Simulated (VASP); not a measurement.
## GaSb: single point with r2SCAN

GaSb:

```
Ga Sb
1.0
     0.00000    3.00456    3.11687
     3.00456    0.00000    3.11687
     3.00456    3.00456    0.00000
Ga Sb
1 1
Direct
  0.00000 0.00000 0.00000
  0.25000 0.25000 0.25000
```

This cell differs from its parent crystal: epitaxial xy strain -2.0%.

```json
{"Program": "VASP 6.6.1", "Task": "single point", "Functional": "r2SCAN", "Potentials or basis": "VASP PAW PBE potentials, release 64 (Ga_d, Sb_d_GW)", "Cutoff": "550 eV", "k mesh": "8 × 8 × 8", "Occupations": "fermi-dirac, width 0.02 eV", "Spin": "no spin polarisation", "Dipole correction": "no", "Further INCAR settings": "ALGO = Normal; EDIFF = 1e-06; NBANDS = 21"}
```

```
Pressure               : 1.3 GPa
Band gap on the k mesh : 0.49 eV
```

Stress tensor (GPa, compression positive):
```
2.01 0.00 0.00
0.00 2.01 0.00
0.00 0.00 0.03
```

Levels at points of the mesh, in eV from the valence-band top:
```csv
k point,band 10,band 11,band 12,band 13,band 14,band 15,band 16,band 17,band 18,band 19
"(0.00, 0.00, 0.00)",-15.54,-12.13,-0.24,0.00,0.00,0.49,2.87,2.87,3.00,6.31
"(0.50, 0.00, 0.00)",-15.54,-10.37,-6.74,-1.47,-1.16,0.63,3.88,4.06,6.87,9.95
"(0.50, 0.50, 0.00)",-15.54,-9.56,-7.31,-2.67,-2.67,1.24,1.55,9.32,9.32,10.79
"(0.50, 0.00, 0.50)",-15.54,-9.41,-7.13,-2.92,-2.89,0.93,1.30,9.24,9.30,10.80
```

It took 4.2 min on 1 thread of AMD EPYC 9R45 96-Core Processor (Zen 5) (shared host), peak memory 0.26 GiB.

Caveat: the cell differs from its parent crystal (epitaxial xy strain -2.0%); semilocal functionals underestimate gaps, and a narrow one can read as zero; the PAW data sets were made with another functional, which shifts forces and pressure a little; spin-orbit coupling is left out, which moves the levels of the heavy elements. A k mesh can miss the band edges.
